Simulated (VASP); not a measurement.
Wanted: the native input for a VASP 6.6.1 run.

| Item | Value |
| --- | --- |
| Task | single point |
| Functional | PBE |
| Potentials or basis | VASP PAW PBE potentials, release 64 (Sm_3, F), 4f in core |
| Cutoff | 600 eV |
| k mesh | 18 × 18 × 12 |
| Occupations | gaussian, width 0.1 eV |
| Spin | no spin polarisation |
| Dipole correction | no |
| Further INCAR settings | ALGO = Normal; EDIFF = 1e-06; NBANDS = 16 |

The structure of SmF lies in POSCAR:

```
SmF
1.0
    3.7667139528      0.0000000000      0.0000000000
   -1.8833569764      3.2620699719      0.0000000000
    0.0000000000      0.0000000000      4.4648110470
Sm F
1 1
Direct
    0.0000000000      0.0000000000      0.5000000000
    0.0000000000      0.0000000000      0.0000000000
```

The cell was generated, and may not be a known phase.

The input as run:

INCAR

```
PREC = Accurate
ENCUT = 600
EDIFF = 1E-6
ISMEAR = 0
SIGMA = 0.1
LREAL = F
LASPH = T
NELM = 200
ALGO = Normal
ISIF = 2
LWAVE = F
LCHARG = T
GGA = PE
LELF = T
LVHAR = T
NBANDS = 16
GGA_COMPAT = F
LMAXMIX = 6
```

KPOINTS

```
Automatic mesh
0
Gamma
  18 18 12
```

Potentials or basis: VASP PAW PBE potentials, release 64 (Sm_3, F), 4f in core.

Command:

```console
$ cat potpaw_PBE.64/Sm_3/POTCAR potpaw_PBE.64/F/POTCAR > POTCAR
$ mpirun -np 1 vasp_std > vasp.out
```

Results of the run:

| Property | Result |
| --- | --- |
| Pressure | 0.5 GPa |
| Band gap on the k mesh | zero (bands 9 and 10 overlap by 0.67 eV) |

Caveat: spin-orbit coupling is left out, which moves the levels of the heavy elements; the 4f electrons are frozen in the core, so they carry no moment and show no levels; the run has no spin polarisation, though such a crystal can be magnetic.

Run time: 3 min on 1 thread of Intel(R) Xeon(R) Platinum 8259CL CPU @ 2.50GHz (Skylake/Cascade Lake), with other jobs on the host, peak memory 0.39 GiB.
